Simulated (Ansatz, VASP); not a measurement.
**One calculation of SiC, two programs**

INCAR

```
ALGO     = Normal         # electronic algorithm
EDIFF    = 1E-6           # SCF threshold, eV
EDIFFG   = -0.01          # ionic threshold
ENCUT    = 520            # plane-wave cutoff, eV
GGA      = CA             # functional
IBRION   = 2              # ionic algorithm
ISIF     = 2              # what is computed and relaxed
ISMEAR   = 0              # smearing method
LASPH    = True           # aspherical terms in the spheres
LCHARG   = False          # write CHGCAR
LREAL    = False          # projectors in reciprocal space
LWAVE    = False          # write WAVECAR
NELM     = 80             # most SCF steps
NSW      = 50             # ionic steps
PREC     = Accurate       # precision mode
SIGMA    = 0.05           # smearing width, eV
```

Contents of KPOINTS:

```
k-points
0
Gamma
  12 12 6
```

The input POSCAR:

```
SiC
1.0
    3.1265354807      0.0000000000      0.0000000000
   -1.5632677404      2.7076591521      0.0000000000
    0.0000000000      0.0000000000      5.5599180454
Si C
2 2
Direct
    0.3333333333      0.6666666667      0.0046041256
    0.6666666667      0.3333333333      0.5046041256
    0.3333333333      0.6666666667      0.3803958744
    0.6666666667      0.3333333333      0.8803958744
```

Input for Ansatz:

```yaml
crystal:
  lattice:
    - [3.1265354807, 0.0, 0.0]
    - [-1.5632677404, 2.7076591521, 0.0]
    - [0.0, 0.0, 5.5599180454]
  atoms:
    - { symbol: Si, position: [0.3333333333, 0.6666666667, 0.0046041256] }
    - { symbol: Si, position: [0.6666666667, 0.3333333333, 0.5046041256] }
    - { symbol: C, position: [0.3333333333, 0.6666666667, 0.3803958744] }
    - { symbol: C, position: [0.6666666667, 0.3333333333, 0.8803958744] }
basis:
  ecutwfc: 520.0
kpoints:
  mp_grid: { grid: [12, 12, 6] }
hamiltonian:
  xc: lda
  pseudopotentials: { kind: paw, azcp: { folder: soft_1 } }
scf:
  occupations: { method: gaussian, width: 0.05 }
output:
  forces: true
  stress: true
  eigenvalues: true
relax:
  adjacent_minimum: "off"
  f_tol: 0.01
  max_steps: 30
```

Alike in both runs: task relaxation of the atoms; functional LDA; k mesh 12 × 12 × 6; occupations gaussian, width 0.05 eV; no spin polarisation.

```csv
,VASP,Ansatz
version,VASP 6.6.1,Ansatz 0.2.0
potentials or method,"VASP PAW LDA potentials, release 64 (Si, C), cutoff 520 eV","scalar-relativistic, plane waves, PAW"
valence electrons in the cell,16,16
```

|  | VASP | Ansatz | Ansatz less VASP |
| --- | --- | --- | --- |
| gap on the k mesh at the Fermi level, each at its own relaxed structure (eV) | 2.17 | 2.20 | +0.027 |

Ansatz warns that its potentials were made for another functional, while VASP's fit it. LDA's correlation is that of Perdew and Zunger in VASP and of Perdew and Wang (1992) in Ansatz. Ansatz's warnings: stress scf threshold loose.
